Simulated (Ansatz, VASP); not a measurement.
SiC: VASP beside Ansatz

File POSCAR:

```
SiC
1.0
    0.0000000000      2.1781449820      2.1781449820
    2.1781449820      0.0000000000      2.1781449820
    2.1781449820      2.1781449820      0.0000000000
Si C
1 1
Direct
    0.0099399421      0.0099399421      0.0099399421
    0.7500000000      0.7500000000      0.7500000000
```

INCAR.step1

```
PREC     = Accurate       # precision mode
ENCUT    = 660            # plane-wave cutoff, eV
ISMEAR   = 0              # smearing method
SIGMA    = 0.05           # smearing width, eV
LREAL    = False          # projectors in reciprocal space
LASPH    = True           # aspherical terms in the spheres
NELM     = 120            # most SCF steps
NBANDS   = 11             # bands
GGA      = PE             # functional
ALGO     = Normal         # electronic algorithm
EDIFF    = 1E-5           # SCF threshold, eV
LWAVE    = True           # write WAVECAR
LCHARG   = False          # write CHGCAR
GGA_COMPAT= False
```

File INCAR.step2:

```
PREC     = Accurate       # precision mode
ENCUT    = 660            # plane-wave cutoff, eV
EDIFF    = 1E-6           # SCF threshold, eV
ISMEAR   = 0              # smearing method
SIGMA    = 0.05           # smearing width, eV
LREAL    = False          # projectors in reciprocal space
LASPH    = True           # aspherical terms in the spheres
NELM     = 120            # most SCF steps
ALGO     = Normal         # electronic algorithm
ISIF     = 2              # what is computed and relaxed
LWAVE    = False          # write WAVECAR
LCHARG   = False          # write CHGCAR
METAGGA  = R2SCAN         # meta-GGA
LMIXTAU  = True         
NBANDS   = 11             # bands
ISTART   = 1            
GGA_COMPAT= False
```

KPOINTS

```
Automatic mesh
0
Gamma
  10 10 10
```

Input for Ansatz:

```yaml
crystal:
  lattice:
    - [0.0, 2.178144982, 2.178144982]
    - [2.178144982, 0.0, 2.178144982]
    - [2.178144982, 2.178144982, 0.0]
  atoms:
    - { symbol: Si, position: [0.0099399421, 0.0099399421, 0.0099399421] }
    - { symbol: C, position: [0.75, 0.75, 0.75] }
basis:
  ecutwfc: 500
kpoints:
  mp_grid: { grid: [10, 10, 10] }
hamiltonian:
  xc: r2scan
scf:
  occupations: { method: gaussian, width: 0.05 }
output:
  forces: true
  stress: true
  eigenvalues: true
```

Change from the starting cell: all Si atoms moved -0.075 Å, as atom 1 towards its neighbour atom 2 (C) at 1.886 Å.

Alike in both runs: task single point; functional r2SCAN; k mesh 10 × 10 × 10; occupations gaussian, width 0.05 eV; no spin polarisation.

|  | VASP | Ansatz |
| --- | --- | --- |
| version | VASP 6.6.1 | Ansatz 0.2.0 |
| potentials or method | VASP PAW PBE potentials, release 64 (Si, C), cutoff 660 eV | scalar-relativistic, plane waves, PAW |
| valence electrons in the cell | 8 | 8 |

```tsv
	VASP	Ansatz	Ansatz less VASP
gap on the k mesh at the Fermi level (eV)	1.30	1.28	-0.012
least direct gap on the mesh (eV)	4.92	4.90	-0.014
pressure (GPa)	0.2	0.6	+0.40
traceless stress, the component that is largest in VASP (GPa)	-2.02	-2.04	-0.022
rms of the force components (eV/Å)	0.728	0.730	+0.0015
```

VASP's potentials were made for PBE, not for r2SCAN. Atom by atom the forces differ by 0.001 eV/Å (rms over components). The functional is the same, so the differences come from potentials, cutoffs and numerics.
